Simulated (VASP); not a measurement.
# ZnCd5O6 (Pmmm) in VASP: single point with PBE

Aim: the single point of ZnCd5O6 with PBE.

Program: VASP 6.6.1. These are calculated values, not measurements. Logs are shortened: lines on timing, memory, paths and dates and some standing lists are left out, and cuts for length are marked.

**1. The cell of the first run**

It takes space group Pmmm (No. 47, orthorhombic). The conventional cell has a = 3.303 Å, b = 4.724 Å, c = 10.001 Å, α = 90.00°, β = 90.00°, γ = 90.00°. Within 2.9 Å of Zn (site symmetry mmm) lie 6 O at 2.22 to 2.36 Å. Within 3.1 Å of Cd (site symmetry mm2) lie 6 O at 2.36 to 2.44 Å. Within 3.1 Å of Cd (site symmetry mmm) lie 6 O at 2.36 Å. Within 3.0 Å of Cd (site symmetry mm2) lie 6 O at 2.31 to 2.37 Å. O (site symmetry mm2) has 6 Cd at 2.36 to 2.37 Å within 3.1 Å. O (site symmetry mmm) has 6 Cd at 2.36 to 2.39 Å within 3.1 Å. Within 3.0 Å of O (site symmetry mm2) lie 2 Zn at 2.22 Å and 4 Cd at 2.37 to 2.44 Å and 1 O at 2.96 Å. O (site symmetry mmm) has 4 Cd at 2.31 Å and 2 Zn at 2.36 Å within 3.0 Å.

**2. Single point, PBE**

INCAR reads:

```
SYSTEM = ZnCd5O6
PREC     = Accurate       ! precision mode
ENCUT    = 700            ! plane-wave cutoff, eV
EDIFF    = 1E-6           ! SCF threshold, eV
ISMEAR   = 0              ! smearing method
SIGMA    = 0.2            ! smearing width, eV
LREAL    = .False.        ! projectors in reciprocal space
LASPH    = .True.         ! aspherical terms in the spheres
NELM     = 120            ! most SCF steps
ALGO     = Normal         ! electronic algorithm
ISIF     = 2              ! what is computed and relaxed
LWAVE    = .False.        ! write WAVECAR
LCHARG   = .True.         ! write CHGCAR
GGA      = PE             ! functional
LELF     = .True.         ! ELF
LVHAR    = .True.       
NBANDS   = 86             ! bands
GGA_COMPAT= .False.
```

KPOINTS reads:

```
Automatic mesh
0
Gamma
  6 6 2
  0 0 0
```

POSCAR reads:

```
ZnCd5O6
1.0
    3.3033770000      0.0000000000      0.0000000000
    0.0000000000      4.7238379000      0.0000000000
    0.0000000000      0.0000000000     10.0008399000
Zn Cd O
1 5 6
Direct
    0.0000000000      0.0000000000      0.5000000000
    0.0000000000      0.0000000000      0.8271960000
    0.5000000000      0.5000000000      0.0000000000
    0.0000000000      0.0000000000      0.1728040000
    0.5000000000      0.5000000000      0.3390380000
    0.5000000000      0.5000000000      0.6609620000
    0.0000000000      0.5000000000      0.8313370000
    0.5000000000      0.0000000000      0.0000000000
    0.0000000000      0.5000000000      0.1686630000
    0.5000000000      0.0000000000      0.3521460000
    0.0000000000      0.5000000000      0.5000000000
    0.5000000000      0.0000000000      0.6478540000
```

Potentials or basis: VASP PAW PBE potentials, release 64 (Zn, Cd_sv_GW, O).

Run with:

```console
> cat potpaw_PBE.64/Zn/POTCAR potpaw_PBE.64/Cd_sv_GW/POTCAR potpaw_PBE.64/O/POTCAR > POTCAR
> mpirun -np 1 vasp_std > vasp.out
```

OUTCAR:

```text
SYSTEM = ZnCd5O6
   PREC = Accurate
   ENCUT = 700
   EDIFF = 1E-6
   ISMEAR = 0
   LREAL = .False.
   LASPH = .True.
   NELM = 120
   ISIF = 2
   GGA = PE

 ion  position               nearest neighbor table
   1  0.000  0.000  0.500-  10 2.22  12 2.22  10 2.22  12 2.22  11 2.36  11 2.36
   2  0.000  0.000  0.827-
   3  0.500  0.500  0.000-
   4  0.000  0.000  0.173-
   5  0.500  0.500  0.339-  11 2.31  11 2.31
   6  0.500  0.500  0.661-  11 2.31  11 2.31
   7  0.000  0.500  0.831-
   8  0.500  0.000  0.000-
   9  0.000  0.500  0.169-
  10  0.500  0.000  0.352-   1 2.22   1 2.22
  11  0.000  0.500  0.500-   5 2.31   6 2.31   5 2.31   6 2.31   1 2.36   1 2.36
  12  0.500  0.000  0.648-   1 2.22   1 2.22

  LATTYP: Found a simple orthorhombic cell.
 ALAT       =     3.3033770000
 B/A-ratio  =     1.4300026609
 C/A-ratio  =     3.0274594453

  Lattice vectors:

 A1 = (   3.3033770000,   0.0000000000,   0.0000000000)
 A2 = (   0.0000000000,   4.7238379000,   0.0000000000)
 A3 = (   0.0000000000,   0.0000000000,  10.0008399000)

Analysis of symmetry for initial positions (statically):
=====================================================================
 Subroutine PRICEL returns:
 Original cell was already a primitive cell.

 Routine SETGRP: Setting up the symmetry group for a
 simple orthorhombic supercell.

 Subroutine GETGRP returns: Found  8 space group operations
 (whereof  8 operations were pure point group operations)
 out of a pool of  8 trial point group operations.

The static configuration has the point symmetry D_2h.

Analysis of symmetry for dynamics (positions and initial velocities):
=====================================================================
 Subroutine PRICEL returns:
 Original cell was already a primitive cell.

 Routine SETGRP: Setting up the symmetry group for a
 simple orthorhombic supercell.

 Subroutine GETGRP returns: Found  8 space group operations
 (whereof  8 operations were pure point group operations)
 out of a pool of  8 trial point group operations.

The dynamic configuration has the point symmetry D_2h.

 Subroutine INISYM returns: Found  8 space group operations
 (whereof  8 operations are pure point group operations),
 and found     1 'primitive' translations

----------------------------------------------------------------------------------------

                                     Primitive cell

  volume of cell :     156.0593

  direct lattice vectors                    reciprocal lattice vectors
     3.303377000  0.000000000  0.000000000     0.302720519  0.000000000  0.000000000
     0.000000000  4.723837900  0.000000000     0.000000000  0.211692277  0.000000000
     0.000000000  0.000000000 10.000839900     0.000000000  0.000000000  0.099991602

  length of vectors
     3.303377000  4.723837900 10.000839900     0.302720519  0.211692277  0.099991602

  position of ions in fractional coordinates (direct lattice)
     0.000000000  0.000000000  0.500000000
     0.000000000  0.000000000  0.827196000
     0.500000000  0.500000000  0.000000000
     0.000000000  0.000000000  0.172804000
     0.500000000  0.500000000  0.339038000
     0.500000000  0.500000000  0.660962000
     0.000000000  0.500000000  0.831337000
     0.500000000  0.000000000  0.000000000
     0.000000000  0.500000000  0.168663000
     0.500000000  0.000000000  0.352146000
     0.000000000  0.500000000  0.500000000
     0.500000000  0.000000000  0.647854000

  ion indices of the primitive-cell ions
   primitive index   ion index
                 1           1
                 2           2
                 3           3
                 4           4
                 5           5
                 6           6
                 7           7
                 8           8
                 9           9
                10          10
                11          11
                12          12

----------------------------------------------------------------------------------------

 KPOINTS: Automatic mesh

Automatic generation of k-mesh.
 Grid dimensions read from file:
 generate k-points for:    6    6    2

 Generating k-lattice:

  Cartesian coordinates                     Fractional coordinates (reciprocal lattice)
     0.050453420  0.000000000  0.000000000     0.166666667  0.000000000  0.000000000
     0.000000000  0.035282046  0.000000000     0.000000000  0.166666667  0.000000000
     0.000000000  0.000000000  0.049995801     0.000000000  0.000000000  0.500000000

  Length of vectors
     0.050453420  0.035282046  0.049995801

  Shift w.r.t. Gamma in fractional coordinates (k-lattice)
     0.000000000  0.000000000  0.000000000

 Subroutine IBZKPT returns following result:
 ===========================================

 Found     32 irreducible k-points:

 Following reciprocal coordinates:
            Coordinates               Weight
  0.000000  0.000000  0.000000      1.000000
  0.166667  0.000000  0.000000      2.000000
  0.333333  0.000000  0.000000      2.000000
  0.500000  0.000000  0.000000      1.000000
  0.000000  0.166667  0.000000      2.000000
  0.166667  0.166667  0.000000      4.000000
[... 16 lines left out ...]
  0.333333  0.166667  0.500000      4.000000
  0.500000  0.166667  0.500000      2.000000
 [... further k-points ...]
   k-points           NKPTS =     32   k-points in BZ     NKDIM =     32   number of bands    NBANDS=     86
   number of dos      NEDOS =    301   number of ions     NIONS =     12
   total plane-waves  NPLWV = 113400
   dimension x,y,z NGX =    30 NGY =   42 NGZ =   90
   dimension x,y,z NGXF=    60 NGYF=   84 NGZF=  180
   ions per type =               1   5   6
   NGX,Y,Z   is equivalent  to a cutoff of  15.10, 14.78, 14.96 a.u.
   NGXF,Y,Z  is equivalent  to a cutoff of  30.20, 29.56, 29.92 a.u.
 SYSTEM =  ZnCd5O6
   PREC   = accura    normal or accurate (medium, high low for compatibility)
   ISTART =      0    job   : 0-new  1-cont  2-samecut
   ICHARG =      2    charge: 1-file 2-atom 10-const
   ISPIN  =      1    spin polarized calculation?
   LNONCOLLINEAR =      F non collinear calculations
   LSORBIT =      F    spin-orbit coupling
   LASPH  =      T    aspherical Exc in radial PAW
   ENCUT  =  700.0 eV  51.45 Ry    7.17 a.u.   7.13 10.19 21.57*2*pi/ulx,y,z
   NELM   =    120;   NELMIN=  2; NELMDL= -5     # of ELM steps
   EDIFF  = 0.1E-05   stopping-criterion for ELM
   LREAL  =      F    real-space projection
   EDIFFG = 0.1E-04   stopping-criterion for IOM
   NSW    =      0    number of steps for IOM
   IBRION =     -1    ionic relax: 0-MD 1-quasi-New 2-CG
   NFREE  =      0    steps in history (QN), initial steepest desc. (CG)
   ISIF   =      2    stress and relaxation
   ISYM   =      2    0-nonsym 1-usesym 2-fastsym
   POTIM  = 0.5000    time-step for ionic-motion
   TEBEG  =    0.0;   TEEND  =   0.0 temperature during run
   PSTRESS=    0.0 pullay stress
   NELECT =     148.0000    total number of electrons
   NUPDOWN=      -1.0000    fix difference up-down
   EMIN   =  10.00;   EMAX   =-10.00  energy-range for DOS
   EFERMI =   0.00;   METHOD = LEGACY
   ISMEAR =     0;   SIGMA  =   0.20  broadening in eV -4-tet -1-fermi 0-gaus
   EFERMI_NEDOS =   21; number of points for ismear=-14 and -15
   IALGO  =     38    algorithm
   IMIX   =      4    mixing-type and parameters
     AMIX     =   0.40;   BMIX     =  1.00
     AMIX_MAG =   1.60;   BMIX_MAG =  1.00
  volume/ion in A,a.u.               =      13.00        87.76
  Fermi-wavevector in a.u.,A,eV,Ry     =   1.608418  3.039469 35.198378  2.587008
  Thomas-Fermi vector in A             =   2.704290
   LORBIT       =      0    0 simple, 1 ext, 2 COOP (PROOUT), +10 PAW based schemes
   GGA     = PE    functional components
   LHFCALC =     F    Hartree Fock is set to
   AEXX    =    0.0000 exact exchange contribution
   IVDW    =     0    specifies the selected vdW correction
   LEPSILON=     F    determine dielectric tensor
   LRPA    =     F    only Hartree local field effects (RPA)
 non-spin polarized calculation
 Gauss-broadening in eV      SIGMA  =   0.20
  energy-cutoff  :      700.00
  volume of cell :      156.06
 maximum number of plane-waves:      6592
 NGX is ok and might be reduce to    30
   NGX = 15   NGY = 21   NGZ = 43

 number of electron     147.9999990 magnetization

 Free energy of the ion-electron system (eV)
  ---------------------------------------------------
  ext. energy  EPLUGINS =         0.00000000
  ---------------------------------------------------
  free energy    TOTEN  =       -47.49924636 eV

  energy without entropy =      -47.49077710  energy(sigma->0) =      -47.49501173

 E-fermi :   4.4906     XC(G=0): -11.7126

 val. band max:        4.3037201368   @ k =   0.0000   0.5000   0.5000
 cond. band min:       4.8400509001   @ k =   0.0000   0.1667   0.0000
 fundamental gap:      0.5363307632
 Fermi energy:         4.4906184780

 k-point     1 :       0.0000    0.0000    0.0000
  band No.  band energies     occupation
      1     -96.4476      2.00000
      2     -96.4475      2.00000
      3     -96.2352      2.00000
      4     -96.0828      2.00000
      5     -96.0825      2.00000
      6     -57.5448      2.00000
[... 78 lines left out ...]
     85      13.3160      0.00000
     86      14.7700      0.00000

 k-point     2 :       0.1667    0.0000    0.0000
  band No.  band energies     occupation
      1     -96.4476      2.00000
      2     -96.4475      2.00000
      3     -96.2351      2.00000
      4     -96.0827      2.00000
      5     -96.0824      2.00000
      6     -57.5471      2.00000
[... 1947 lines left out ...]
     85      13.3762      0.00000
     86      13.6958      0.00000

 k-point    24 :       0.5000    0.1667    0.5000
  band No.  band energies     occupation
      1     -96.4473      2.00000
      2     -96.4472      2.00000
      3     -96.2349      2.00000
      4     -96.0824      2.00000
      5     -96.0821      2.00000
      6     -57.5539      2.00000
[... 78 lines left out ...]
     85      12.8456      0.00000
     86      13.1957      0.00000

 [... further k-points ...]

------------------------ aborting loop because EDIFF is reached ----------------------------------------

  FORCE on cell =-STRESS in cart. coord.  units (eV):
  Direction    XX          YY          ZZ          XY          YZ          ZX
  --------------------------------------------------------------------------------------
  -------------------------------------------------------------------------------------
  Total       -0.0762730     -0.0689568     -0.0885717     -0.0000000      0.0000000      0.0000000
  in kB       -0.7830545     -0.7079422     -0.9093183     -0.0000000      0.0000000      0.0000000
  external PRESSURE =      -0.8001050 kB  Pullay stress =       0.0000000 kB

 VOLUME and BASIS-vectors are now :
 -----------------------------------------------------------------------------
  energy-cutoff  :      700.00
  volume of cell :      156.06
      direct lattice vectors                 reciprocal lattice vectors
     3.303377000  0.000000000  0.000000000     0.302720519  0.000000000  0.000000000
     0.000000000  4.723837900  0.000000000     0.000000000  0.211692277  0.000000000
     0.000000000  0.000000000 10.000839900     0.000000000  0.000000000  0.099991602

 POSITION                                       TOTAL-FORCE (eV/Angst)
 -----------------------------------------------------------------------------------
      0.00000      0.00000      5.00042         0.000000      0.000000      0.000000
      0.00000      0.00000      8.27265         0.000000      0.000000      0.004982
      1.65169      2.36192      0.00000         0.000000      0.000000      0.000000
      0.00000      0.00000      1.72819        -0.000000      0.000000     -0.004982
      1.65169      2.36192      3.39066         0.000000      0.000000     -0.008661
      1.65169      2.36192      6.61018         0.000000      0.000000      0.008661
      0.00000      2.36192      8.31407         0.000000      0.000000     -0.007096
      1.65169      0.00000      0.00000         0.000000      0.000000      0.000000
      0.00000      2.36192      1.68677         0.000000      0.000000      0.007096
      1.65169      0.00000      3.52176         0.000000      0.000000     -0.019654
      0.00000      2.36192      5.00042         0.000000      0.000000      0.000000
      1.65169      0.00000      6.47908         0.000000      0.000000      0.019654
 -----------------------------------------------------------------------------------
    total drift:                                0.000000      0.000000      0.000000

  FREE ENERGIE OF THE ION-ELECTRON SYSTEM (eV)
  ---------------------------------------------------
  free  energy   TOTEN  =       -47.4992463639 eV

  energy  without entropy=      -47.4907770975  energy(sigma->0) =      -47.49501173
```

Run time: 18 min. Hardware: 1 thread of Intel Xeon Platinum 8488C (Sapphire Rapids), shared host; peak memory 0.71 GiB.

Results:

| Quantity | Value |
| --- | --- |
| Free energy | -47.4992 eV |
| Pressure | -0.1 GPa |
| Largest force | 0.020 eV/Å |
| Band gap on the k mesh | zero (bands 74 and 75 overlap by 0.27 eV) |

Forces in eV/Å, atoms in the order of the input:
```
Zn   0.000  0.000  0.000
Cd   0.000  0.000  0.005
Cd   0.000  0.000  0.000
Cd   0.000  0.000 -0.005
Cd   0.000  0.000 -0.009
Cd   0.000  0.000  0.009
O    0.000  0.000 -0.007
O    0.000  0.000  0.000
O    0.000  0.000  0.007
O    0.000  0.000 -0.020
O    0.000  0.000  0.000
O    0.000  0.000  0.020
```

Caveat: semilocal functionals underestimate gaps, and a narrow one can read as zero.

The gap in the log of VASP goes by the Fermi energy; the results here count the filled bands.